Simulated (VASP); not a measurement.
Input of a VASP 6.6.1 run:

Contents of INCAR:

```
PREC = Accurate
ENCUT = 600
EDIFF = 1E-7
ISMEAR = 0
SIGMA = 0.05
LREAL = False
LASPH = True
NELM = 150
ALGO = Normal
ISIF = 4
LWAVE = False
LCHARG = False
ISPIN = 2
MAGMOM = 3.15 -0.15 -0.15
LORBIT = 11
LMAXMIX = 4
LDAU = True
LDAUTYPE = 2
LDAUL = 2 -1
LDAUU = 3.9 0
LDAUJ = 0 0
LDAUPRINT = 1
GGA = PE
IBRION = 2
NSW = 60
EDIFFG = -0.01
```

The input KPOINTS:

```
Automatic mesh
0
Gamma
  10 10 6
```

The input POSCAR:

```
MnO2
1.0
    2.9273547109      0.0000000000      0.0000000000
   -1.4636773555      2.5351635455      0.0000000000
    0.0000000000      0.0000000000      5.1976637782
Mn O
1 2
Direct
    0.0000000000      0.0000000000      0.0000000000
    0.3333333333      0.6666666667      0.1836102136
    0.6666666667      0.3333333333      0.8163897864
```

Potentials or basis: VASP PAW PBE potentials, release 64 (Mn_pv, O).

Launch:

```sh
$ cat potpaw_PBE.64/Mn_pv/POTCAR potpaw_PBE.64/O/POTCAR > POTCAR
$ mpirun -np 1 vasp_std > vasp.out
```

(1) Predict the band gap on the k mesh.

(2) What does it give for the net moment?

(3) Predict the site moments.

## Answers

(1) 1.79 eV (least direct gap 1.97 eV).

(2) 3.00 μB per cell.

(3) Mn +3.24; O -0.13 μB.

Caveat: a cell with one magnetic atom can't hold antiferromagnetic order, which such compounds often take.
